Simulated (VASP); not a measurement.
# CoSi2 (Fm-3m) in VASP: a series of runs

Aim: see how the results for CoSi2 move with the level of theory and the settings. Levels: PBEsol, PBE. Tasks: single point.

Program: VASP 6.6.1. These are calculated values, not measurements. Logs are shortened: lines on timing, memory, paths and dates and some standing lists are left out, and cuts for length are marked.

## Step 1: The cell of the first run

The structure is cubic, space group Fm-3m (No. 225). Conventional cell: a = 5.356 Å, b = 5.356 Å, c = 5.356 Å, α = 90.00°, β = 90.00°, γ = 90.00°. Within 3.1 Å of Co (site symmetry m-3m) lie 8 Si at 2.32 Å. Within 3.1 Å of Si (site symmetry -43m) lie 4 Co at 2.32 Å and 6 Si at 2.68 Å.

## Step 2: Single point, PBEsol, collinear spin, ferromagnetic start

Contents of INCAR:

```
SYSTEM = CoSi2
PREC = Accurate ; ENCUT = 600
EDIFF = 1E-6 ; ISMEAR = -1
SIGMA = 0.05 ; LREAL = .FALSE.
LASPH = .TRUE. ; NELM = 200
ALGO = Normal ; ISIF = 2
LWAVE = .FALSE. ; LCHARG = .FALSE.
ISPIN = 2 ; MAGMOM = 2.5 0 0
LORBIT = 11 ; NUPDOWN = 2.5
LMAXMIX = 4 ; GGA = PS
NBANDS = 24 ; GGA_COMPAT = .FALSE.
```

Contents of KPOINTS:

```
regular mesh
0
G
  7 7 7
  0 0 0
```

Contents of POSCAR:

```
CoSi2
1.0
    0.0000000000      2.6780000000      2.6780000000
    2.6780000000      0.0000000000      2.6780000000
    2.6780000000      2.6780000000      0.0000000000
Co Si
1 2
Direct
    0.0000000000      0.0000000000      0.0000000000
    0.7500000000      0.7500000000      0.7500000000
    0.2500000000      0.2500000000      0.2500000000
```

Potentials or basis: VASP PAW PBE potentials, release 64 (Co_sv, Si).

On the command line:

```bash
cat potpaw_PBE.64/Co_sv/POTCAR potpaw_PBE.64/Si/POTCAR > POTCAR
mpirun -np 1 vasp_std > vasp.out
```

OUTCAR:

```text
SYSTEM = CoSi2
   PREC = Accurate
   ENCUT = 600
   EDIFF = 1E-6
   ISMEAR = -1
   LREAL = .FALSE.
   LASPH = .TRUE.
   NELM = 200
   ISIF = 2
   ISPIN = 2
   LORBIT = 11
   NUPDOWN = 2.5
   GGA = PS

 ion  position               nearest neighbor table
   1  0.000  0.000  0.000-   2 2.32   3 2.32   2 2.32   2 2.32   3 2.32   2 2.32   3 2.32   3 2.32

   2  0.750  0.750  0.750-   1 2.32   1 2.32   1 2.32   1 2.32   3 2.68   3 2.68   3 2.68   3 2.68
                             3 2.68   3 2.68
   3  0.250  0.250  0.250-   1 2.32   1 2.32   1 2.32   1 2.32   2 2.68   2 2.68   2 2.68   2 2.68
                             2 2.68   2 2.68

  LATTYP: Found a face centered cubic cell.
 ALAT       =     5.3560000000

  Lattice vectors:

 A1 = (   0.0000000000,   2.6780000000,   2.6780000000)
 A2 = (   2.6780000000,   0.0000000000,   2.6780000000)
 A3 = (   2.6780000000,   2.6780000000,   0.0000000000)

Analysis of symmetry for initial positions (statically):
=====================================================================
 Subroutine PRICEL returns:
 Original cell was already a primitive cell.

 Routine SETGRP: Setting up the symmetry group for a
 face centered cubic supercell.

 Subroutine GETGRP returns: Found 48 space group operations
 (whereof 48 operations were pure point group operations)
 out of a pool of 48 trial point group operations.

The static configuration has the point symmetry O_h .

Analysis of symmetry for dynamics (positions and initial velocities):
=====================================================================
 Subroutine PRICEL returns:
 Original cell was already a primitive cell.

 Routine SETGRP: Setting up the symmetry group for a
 face centered cubic supercell.

 Subroutine GETGRP returns: Found 48 space group operations
 (whereof 48 operations were pure point group operations)
 out of a pool of 48 trial point group operations.

The dynamic configuration has the point symmetry O_h .

Analysis of structural, dynamic, and magnetic symmetry:
=====================================================================
 Subroutine PRICEL returns:
 Original cell was already a primitive cell.

 Routine SETGRP: Setting up the symmetry group for a
 face centered cubic supercell.

 Subroutine GETGRP returns: Found 48 space group operations
 (whereof 48 operations were pure point group operations)
 out of a pool of 48 trial point group operations.

The overall configuration has the point symmetry O_h .

 Subroutine INISYM returns: Found 48 space group operations
 (whereof 48 operations are pure point group operations),
 and found     1 'primitive' translations

----------------------------------------------------------------------------------------

                                     Primitive cell

  volume of cell :      38.4115

  direct lattice vectors                    reciprocal lattice vectors
     0.000000000  2.678000000  2.678000000    -0.186706497  0.186706497  0.186706497
     2.678000000  0.000000000  2.678000000     0.186706497 -0.186706497  0.186706497
     2.678000000  2.678000000  0.000000000     0.186706497  0.186706497 -0.186706497

  length of vectors
     3.787263920  3.787263920  3.787263920     0.323385140  0.323385140  0.323385140

  position of ions in fractional coordinates (direct lattice)
     0.000000000  0.000000000  0.000000000
     0.750000000  0.750000000  0.750000000
     0.250000000  0.250000000  0.250000000

  ion indices of the primitive-cell ions
   primitive index   ion index
                 1           1
                 2           2
                 3           3

----------------------------------------------------------------------------------------

 KPOINTS: regular mesh

Automatic generation of k-mesh.
 Grid dimensions read from file:
 generate k-points for:    7    7    7

 Generating k-lattice:

  Cartesian coordinates                     Fractional coordinates (reciprocal lattice)
    -0.026672357  0.026672357  0.026672357     0.142857143  0.000000000  0.000000000
     0.026672357 -0.026672357  0.026672357     0.000000000  0.142857143  0.000000000
     0.026672357  0.026672357 -0.026672357     0.000000000  0.000000000  0.142857143

  Length of vectors
     0.046197877  0.046197877  0.046197877

  Shift w.r.t. Gamma in fractional coordinates (k-lattice)
     0.000000000  0.000000000  0.000000000

 Subroutine IBZKPT returns following result:
 ===========================================

 Found     20 irreducible k-points:

 Following reciprocal coordinates:
            Coordinates               Weight
  0.000000  0.000000  0.000000      1.000000
  0.142857  0.000000  0.000000      8.000000
  0.285714  0.000000  0.000000      8.000000
  0.428571  0.000000  0.000000      8.000000
  0.142857  0.142857  0.000000      6.000000
  0.285714  0.142857  0.000000     24.000000
[... 12 lines left out ...]
 -0.428571  0.428571  0.142857     24.000000
 -0.285714  0.428571  0.142857     24.000000
   k-points           NKPTS =     20   k-points in BZ     NKDIM =     20   number of bands    NBANDS=     24
   number of dos      NEDOS =    301   number of ions     NIONS =      3
   total plane-waves  NPLWV =  27000
   dimension x,y,z NGX =    30 NGY =   30 NGZ =   30
   dimension x,y,z NGXF=    60 NGYF=   60 NGZF=   60
   ions per type =               1   2
   NGX,Y,Z   is equivalent  to a cutoff of  13.17, 13.17, 13.17 a.u.
   NGXF,Y,Z  is equivalent  to a cutoff of  26.34, 26.34, 26.34 a.u.
 SYSTEM =  CoSi2
   PREC   = accura    normal or accurate (medium, high low for compatibility)
   ISTART =      0    job   : 0-new  1-cont  2-samecut
   ICHARG =      2    charge: 1-file 2-atom 10-const
   ISPIN  =      2    spin polarized calculation?
   LNONCOLLINEAR =      F non collinear calculations
   LSORBIT =      F    spin-orbit coupling
   LASPH  =      T    aspherical Exc in radial PAW
   ENCUT  =  600.0 eV  44.10 Ry    6.64 a.u.   7.56  7.56  7.56*2*pi/ulx,y,z
   NELM   =    200;   NELMIN=  2; NELMDL= -5     # of ELM steps
   EDIFF  = 0.1E-05   stopping-criterion for ELM
   LREAL  =      F    real-space projection
   EDIFFG = 0.1E-04   stopping-criterion for IOM
   NSW    =      0    number of steps for IOM
   IBRION =     -1    ionic relax: 0-MD 1-quasi-New 2-CG
   NFREE  =      0    steps in history (QN), initial steepest desc. (CG)
   ISIF   =      2    stress and relaxation
   ISYM   =      2    0-nonsym 1-usesym 2-fastsym
   POTIM  = 0.5000    time-step for ionic-motion
   TEBEG  =    0.0;   TEEND  =   0.0 temperature during run
   PSTRESS=    0.0 pullay stress
   NELECT =      25.0000    total number of electrons
   NUPDOWN=       2.5000    fix difference up-down
   EMIN   =  10.00;   EMAX   =-10.00  energy-range for DOS
   EFERMI =   0.00;   METHOD = LEGACY
   ISMEAR =    -1;   SIGMA  =   0.05  broadening in eV -4-tet -1-fermi 0-gaus
   EFERMI_NEDOS =   21; number of points for ismear=-14 and -15
   IALGO  =     38    algorithm
   IMIX   =      4    mixing-type and parameters
     AMIX     =   0.40;   BMIX     =  1.00
     AMIX_MAG =   1.60;   BMIX_MAG =  1.00
  volume/ion in A,a.u.               =      12.80        86.40
  Fermi-wavevector in a.u.,A,eV,Ry     =   1.418734  2.681018 27.385884  2.012806
  Thomas-Fermi vector in A             =   2.539828
   LORBIT       =     11    0 simple, 1 ext, 2 COOP (PROOUT), +10 PAW based schemes
   GGA     = PS    functional components
   LHFCALC =     F    Hartree Fock is set to
   AEXX    =    0.0000 exact exchange contribution
   IVDW    =     0    specifies the selected vdW correction
   LEPSILON=     F    determine dielectric tensor
   LRPA    =     F    only Hartree local field effects (RPA)
 spin polarized calculation
  energy-cutoff  :      600.00
  volume of cell :       38.41
 maximum number of plane-waves:      1307
 NGX is ok and might be reduce to    30
   NGX = 15   NGY = 15   NGZ = 15

 number of electron      24.9999979 magnetization       2.4999998

 Free energy of the ion-electron system (eV)
  ---------------------------------------------------
  ext. energy  EPLUGINS =         0.00000000
  ---------------------------------------------------
  free energy    TOTEN  =       -18.72690697 eV

  energy without entropy =      -18.70625522  energy(sigma->0) =      -18.71658110

 E-fermi :   9.5976     XC(G=0): -12.0040

 val. band max:       12.6557673898   @ k =   0.2857   0.0000   0.0000
 cond. band min:       9.6968477844   @ k =  -0.4286   0.2857   0.0000
 fundamental gap:     -2.9589196054
 Fermi energy:        12.7229730603

 spin component 1

 k-point     1 :       0.0000    0.0000    0.0000
  band No.  band energies     occupation
      1     -85.2217      1.00000
      2     -48.6492      1.00000
      3     -48.6492      1.00000
      4     -48.6492      1.00000
      5      -2.8915      1.00000
      6       5.7230      1.00000
[... 16 lines left out ...]
     23      20.5290      0.00000
     24      24.9531      0.00000
[... 489 lines left out ...]
      1     -85.2216      1.00000
      2     -48.6514      1.00000
      3     -48.6513      1.00000
      4     -48.6508      1.00000
      5       1.8807      1.00000
      6       1.9714      1.00000
[... 16 lines left out ...]
     23      24.8175      0.00000
     24      27.8604      0.00000
 Fermi energy:         9.5976376937

 spin component 2

 k-point     1 :       0.0000    0.0000    0.0000
  band No.  band energies     occupation
      1     -83.6323      1.00000
      2     -47.1018      1.00000
      3     -47.1018      1.00000
      4     -47.1018      1.00000
      5      -2.3418      1.00000
      6       6.6674      1.00000
[... 16 lines left out ...]
     23      21.1056      0.00000
     24      25.6021      0.00000
[... 490 lines left out ...]
      2     -47.1042      1.00000
      3     -47.1040      1.00000
      4     -47.1034      1.00000
      5       2.4645      1.00000
      6       2.5505      1.00000
[... 16 lines left out ...]
     23      25.4303      0.00000
     24      28.4333      0.00000

------------------------ aborting loop because EDIFF is reached ----------------------------------------

  FORCE on cell =-STRESS in cart. coord.  units (eV):
  Direction    XX          YY          ZZ          XY          YZ          ZX
  --------------------------------------------------------------------------------------
  -------------------------------------------------------------------------------------
  Total        3.3967519      3.3967519      3.3967519      0.0000000      0.0000000      0.0000000
  in kB      141.6813519    141.6813519    141.6813519      0.0000000      0.0000000      0.0000000
  external PRESSURE =     141.6813519 kB  Pullay stress =       0.0000000 kB

 VOLUME and BASIS-vectors are now :
 -----------------------------------------------------------------------------
  energy-cutoff  :      600.00
  volume of cell :       38.41
      direct lattice vectors                 reciprocal lattice vectors
     0.000000000  2.678000000  2.678000000    -0.186706497  0.186706497  0.186706497
     2.678000000  0.000000000  2.678000000     0.186706497 -0.186706497  0.186706497
     2.678000000  2.678000000  0.000000000     0.186706497  0.186706497 -0.186706497

 POSITION                                       TOTAL-FORCE (eV/Angst)
 -----------------------------------------------------------------------------------
      0.00000      0.00000      0.00000         0.000000     -0.000000     -0.000000
      4.01700      4.01700      4.01700        -0.000000     -0.000000      0.000000
      1.33900      1.33900      1.33900         0.000000      0.000000     -0.000000
 -----------------------------------------------------------------------------------
    total drift:                                0.000000     -0.000000     -0.000000

  FREE ENERGIE OF THE ION-ELECTRON SYSTEM (eV)
  ---------------------------------------------------
  free  energy   TOTEN  =       -18.7269069743 eV

  energy  without entropy=      -18.7062552190  energy(sigma->0) =      -18.71658110

 total charge

# of ion       s       p       d       tot
------------------------------------------
    1        2.273   6.172   6.826  15.271
    2        0.782   0.855   0.000   1.637
    3        0.782   0.855   0.000   1.637
--------------------------------------------------
tot          3.837   7.881   6.826  18.544

 magnetization (x)

# of ion       s       p       d       tot
------------------------------------------
    1        0.015   0.071   1.286   1.372
    2        0.084   0.123   0.000   0.207
    3        0.084   0.123   0.000   0.207
--------------------------------------------------
tot          0.184   0.317   1.286   1.787
```

Run time: 61 s. Hardware: 1 thread of Intel Xeon Platinum 8488C (Sapphire Rapids), shared host; peak memory 0.2 GiB.

What came out:

* Free energy: -18.7269 eV
* Pressure: 14.2 GPa
* Net moment: 2.50 μB per cell
* Site moments: Co +1.37; Si +0.21 μB
* Valence electrons inside the program's atomic spheres: Co 15.27; Si 1.64

Caveat: the PAW data sets were made with another functional, which shifts forces and pressure a little; the total moment is fixed, so each spin has its own Fermi level.

## Step 3: Single point, PBE, collinear spin, ferromagnetic start

Contents of INCAR:

```
SYSTEM = CoSi2
  ALGO = Normal
  EDIFF = 1E-6
  ENCUT = 600
  GGA = PE
  GGA_COMPAT = .FALSE.
  ISIF = 2
  ISMEAR = -1
  ISPIN = 2
  LASPH = .TRUE.
  LCHARG = .FALSE.
  LMAXMIX = 4
  LORBIT = 11
  LREAL = .FALSE.
  LWAVE = .FALSE.
  MAGMOM = 3 0 0
  NBANDS = 24
  NELM = 200
  NUPDOWN = 3.0
  PREC = Accurate
  SIGMA = 0.05
```

Contents of KPOINTS:

```
k-points
0
G
  7 7 7
  0 0 0
```

POSCAR is that of step 2.

Potentials or basis: VASP PAW PBE potentials, release 64 (Co_sv, Si).

On the command line:

```bash
cat potpaw_PBE.64/Co_sv/POTCAR potpaw_PBE.64/Si/POTCAR > POTCAR
mpirun -np 1 vasp_std > vasp.out
```

OUTCAR:

```text
SYSTEM = CoSi2
   EDIFF = 1E-6
   ENCUT = 600
   GGA = PE
   ISIF = 2
   ISMEAR = -1
   ISPIN = 2
   LASPH = .TRUE.
   LORBIT = 11
   LREAL = .FALSE.
   NELM = 200
   NUPDOWN = 3.0
   PREC = Accurate

 ion  position               nearest neighbor table
   1  0.000  0.000  0.000-   2 2.32   3 2.32   2 2.32   2 2.32   3 2.32   2 2.32   3 2.32   3 2.32

   2  0.750  0.750  0.750-   1 2.32   1 2.32   1 2.32   1 2.32   3 2.68   3 2.68   3 2.68   3 2.68
                             3 2.68   3 2.68
   3  0.250  0.250  0.250-   1 2.32   1 2.32   1 2.32   1 2.32   2 2.68   2 2.68   2 2.68   2 2.68
                             2 2.68   2 2.68

  LATTYP: Found a face centered cubic cell.
 ALAT       =     5.3560000000

  Lattice vectors:

 A1 = (   0.0000000000,   2.6780000000,   2.6780000000)
 A2 = (   2.6780000000,   0.0000000000,   2.6780000000)
 A3 = (   2.6780000000,   2.6780000000,   0.0000000000)

[... 743 lines left out ...]
      5      -2.1848      1.00000
      6       6.7204      1.00000
[... 529 lines left out ...]
     23      25.6167      0.00000
     24      28.6132      0.00000

------------------------ aborting loop because EDIFF is reached ----------------------------------------

  FORCE on cell =-STRESS in cart. coord.  units (eV):
  Direction    XX          YY          ZZ          XY          YZ          ZX
  --------------------------------------------------------------------------------------
  -------------------------------------------------------------------------------------
  Total        5.8251449      5.8251449      5.8251449     -0.0000000      0.0000000     -0.0000000
  in kB      242.9716475    242.9716475    242.9716475     -0.0000000      0.0000000     -0.0000000
  external PRESSURE =     242.9716475 kB  Pullay stress =       0.0000000 kB

 VOLUME and BASIS-vectors are now :
 -----------------------------------------------------------------------------
  energy-cutoff  :      600.00
  volume of cell :       38.41
      direct lattice vectors                 reciprocal lattice vectors
     0.000000000  2.678000000  2.678000000    -0.186706497  0.186706497  0.186706497
     2.678000000  0.000000000  2.678000000     0.186706497 -0.186706497  0.186706497
     2.678000000  2.678000000  0.000000000     0.186706497  0.186706497 -0.186706497

 POSITION                                       TOTAL-FORCE (eV/Angst)
 -----------------------------------------------------------------------------------
      0.00000      0.00000      0.00000        -0.000000     -0.000000      0.000000
      4.01700      4.01700      4.01700        -0.000000     -0.000000     -0.000000
      1.33900      1.33900      1.33900         0.000000      0.000000      0.000000
 -----------------------------------------------------------------------------------
    total drift:                                0.000000     -0.000000     -0.000000

  FREE ENERGIE OF THE ION-ELECTRON SYSTEM (eV)
  ---------------------------------------------------
  free  energy   TOTEN  =       -16.2459456665 eV

  energy  without entropy=      -16.2319321749  energy(sigma->0) =      -16.23893892

 total charge

# of ion       s       p       d       tot
------------------------------------------
    1        2.273   6.173   6.790  15.236
    2        0.796   0.856   0.000   1.652
    3        0.796   0.856   0.000   1.652
--------------------------------------------------
tot          3.866   7.885   6.790  18.540

 magnetization (x)

# of ion       s       p       d       tot
------------------------------------------
    1        0.018   0.078   1.515   1.611
    2        0.106   0.149   0.000   0.256
    3        0.106   0.149   0.000   0.256
--------------------------------------------------
tot          0.231   0.376   1.515   2.122
```

OSZICAR:

```text
N       E                     dE             d eps       ncg     rms          rms(c)
DAV:   1     0.199627748658E+03    0.19963E+03   -0.14063E+04  2768   0.200E+03
DAV:   2    -0.112258336582E+02   -0.21085E+03   -0.19980E+03  2880   0.540E+02
DAV:   3    -0.184262465515E+02   -0.72004E+01   -0.71457E+01  2840   0.778E+01
DAV:   4    -0.185309573001E+02   -0.10471E+00   -0.10463E+00  2160   0.891E+00
DAV:   5    -0.185372579497E+02   -0.63006E-02   -0.63003E-02  3128   0.258E+00    0.217E+01
DAV:   6    -0.255207427399E+02   -0.69835E+01   -0.94114E+01  2424   0.157E+02    0.547E+01
DAV:   7    -0.164927659128E+02    0.90280E+01   -0.22666E+01  2392   0.994E+01    0.709E+00
DAV:   8    -0.162624418998E+02    0.23032E+00   -0.27618E+00  3096   0.210E+01    0.249E+00
DAV:   9    -0.162479670105E+02    0.14475E-01   -0.97133E-02  2568   0.352E+00    0.991E-01
DAV:  10    -0.162460966743E+02    0.18703E-02   -0.55517E-03  2960   0.778E-01    0.262E-01
DAV:  11    -0.162459280455E+02    0.16863E-03   -0.88447E-04  2632   0.523E-01    0.145E-01
DAV:  12    -0.162459431865E+02   -0.15141E-04   -0.10290E-04  2448   0.115E-01    0.620E-02
DAV:  13    -0.162459465303E+02   -0.33438E-05   -0.19074E-05  2904   0.442E-02    0.198E-02
DAV:  14    -0.162459456665E+02    0.86386E-06   -0.14930E-06  2112   0.153E-02
   1 F= -.16245946E+02 E0= -.16238939E+02  d E =-.140135E-01  mag=     3.0000
```

It took 32 s on 1 thread of Intel Xeon Platinum 8488C (Sapphire Rapids), shared host; peak memory 0.2 GiB.

What came out:

```yaml
Free_energy: -16.2459 eV
Pressure: 24.3 GPa
Net_moment: 3.00 μB per cell
Site_moments: Co +1.61; Si +0.26 μB
Valence_electrons_inside_the_program's_atomic_spheres: Co 15.24; Si 1.65
```

Caveat: the total moment is fixed, so each spin has its own Fermi level.

## Step 4: Single point, PBE, collinear spin, ferromagnetic start

Contents of INCAR:

```
SYSTEM = CoSi2
  ALGO = Normal
  EDIFF = 1E-6
  ENCUT = 600
  GGA = PE
  GGA_COMPAT = .False.
  ISIF = 2
  ISMEAR = -1
  ISPIN = 2
  LASPH = .True.
  LCHARG = .True.
  LELF = .True.
  LMAXMIX = 4
  LORBIT = 11
  LREAL = .False.
  LVHAR = .True.
  LWAVE = .False.
  MAGMOM = 2.5 0 0
  NBANDS = 24
  NELM = 200
  NUPDOWN = 2.5
  PREC = Accurate
  SIGMA = 0.05
```

Contents of KPOINTS:

```
k-points
0
Gamma
  7 7 7
  0 0 0
```

POSCAR is that of step 3.

On the command line:

```bash
cat potpaw_PBE.64/Co_sv/POTCAR potpaw_PBE.64/Si/POTCAR > POTCAR
mpirun -np 1 vasp_std > vasp.out
```

Run time: 62 s. Hardware: 1 thread of Intel Xeon 6975P-C (Granite Rapids), shared host; peak memory 0.19 GiB.

The run converged. Its results:

- Free energy: -17.0668 eV
- Pressure: 18.8 GPa
- Net moment: 2.50 μB per cell
- Site moments: Co +1.38; Si +0.21 μB
- Valence electrons inside the program's atomic spheres: Co 15.26; Si 1.64

Caveat: the total moment is fixed, so each spin has its own Fermi level.

[end of part 1 of 2]
